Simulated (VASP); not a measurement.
Here is a VASP 6.6.1 calculation.

The input INCAR:

```
SYSTEM = Fe
  PREC = Accurate
  ENCUT = 520
  EDIFF = 1E-6
  ISMEAR = -1
  SIGMA = 0.1
  LREAL = .False.
  LASPH = .True.
  NELM = 100
  ALGO = Normal
  ISIF = 2
  LWAVE = .False.
  LCHARG = .False.
  GGA = RE
  NBANDS = 10
```

The input KPOINTS:

```
Automatic mesh
0
Gamma
  15 15 15
  0 0 0
```

The input POSCAR:

```
Fe
1.0
    2.2201412597      0.0000000000      0.0000000000
    0.0000000000      2.2201412597      0.0000000000
    0.0000000000      0.0000000000      2.2201412597
Fe
1
Direct
    0.0000000000      0.0000000000      0.0000000000
```

Potentials or basis: VASP PAW PBE potentials, release 64 (Fe).

Run with:

```console
$ cat potpaw_PBE.64/Fe/POTCAR > POTCAR
$ mpirun -np 1 vasp_std > vasp.out
```

**Question.** Estimate the band gap on the k mesh.

**Answer.** Zero (band 4 reaches 8.80 eV, above the bottom of band 5 at 5.85 eV).

**Question.** Estimate the pressure.

**Answer.** 18.3 GPa.

Caveat: the PAW data sets were made with another functional, which shifts forces and pressure a little; the run has no spin polarisation, though such a crystal can be magnetic. Spin polarisation is off, so any magnetic state and its effect on volume and gap are missing.
